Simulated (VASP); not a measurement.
Runs of VASP 6.6.1 on AgCl. The structure is that of space group Fm-3m (No. 225), or close to it. The cells are those of the table. 

| task | level | U | cell | k mesh | smearing | gap on the mesh (eV) | pressure (GPa) |
| --- | --- | --- | --- | --- | --- | --- | --- |
| electric field gradients | PBE+U | Ag d U = 1.0 eV | a = 3.973 Å, angles 60.0°, 2 atoms | 9 × 9 × 9 | tetrahedron | (a) | -0.3 |
| electric field gradients | PBE | - | a = 3.869 Å, angles 60.0°, 2 atoms | 9 × 9 × 9 | fermi-dirac 0.01 eV | 0.95 | 3.7 |
| single point | PBE | - | a = 3.869 Å, angles 60.0°, 2 atoms | 9 × 9 × 9 | fermi-dirac 0.01 eV | 0.95 | 3.7 |
| electric field gradients | PBE | - | a = 3.896 Å, angles 60.0°, 2 atoms | 9 × 9 × 9 | fermi-dirac 0.01 eV | 0.95 | (b) |
| electric field gradients | PBE | - | a = 3.922 Å, angles 60.0°, 2 atoms | 9 × 9 × 9 | fermi-dirac 0.01 eV | 0.95 | 1.5 |
| electric field gradients | PBE | - | a = 3.973 Å, angles 60.0°, 2 atoms | 9 × 9 × 9 | fermi-dirac 0.01 eV | 0.96 | -0.3 |
| electric field gradients | PBE | - | a = 3.922, b = 3.922, c = 3.902 Å, angles 60.2, 60.2, 60.3°, 2 atoms | 9 × 9 × 9 | fermi-dirac 0.01 eV | 0.95 | 1.5 |
| single point | PBE | - | a = 3.973 Å, angles 60.0°, 2 atoms | 9 × 9 × 9 | fermi-dirac 0.01 eV | 0.96 | -0.3 |
| electric field gradients | PBE | - | a = 3.948 Å, angles 60.0°, 2 atoms | 9 × 9 × 9 | fermi-dirac 0.01 eV | 0.96 | 0.5 |
| electric field gradients | PBE | - | a = 3.942 Å, angles 59.3°, 2 atoms | 9 × 9 × 9 | fermi-dirac 0.01 eV | 0.94 | 1.5 |
| single point | PBE | - | a = 3.922, b = 3.922, c = 3.902 Å, angles 60.2, 60.2, 60.3°, 2 atoms | 9 × 9 × 9 | fermi-dirac 0.01 eV | 0.95 | 1.5 |
| electric field gradients | revPBE | - | a = 3.869 Å, angles 60.0°, 2 atoms | 9 × 9 × 9, shifted | fermi-dirac 0.01 eV | 1.19 | 6.1 |

Alike in all rows: potentials or basis VASP PAW PBE potentials, release 64 (Ag, Cl); no spin polarisation; cutoff (eV) 520.

**Question.** Fill in the values left out.

**Answer.** (a) 1.18; (b) 2.5.

Caveats: an odd mesh through Γ misses points on the zone boundary, where band edges can lie (at least some runs); the cell stands under pressure (at least some runs); the PAW data sets were made with another functional, which shifts forces and pressure a little (at least some runs); a shifted mesh leaves out Γ, where band edges can lie (at least some runs).

A k mesh can miss the band edges, and the runs leave out spin-orbit coupling on Ag.
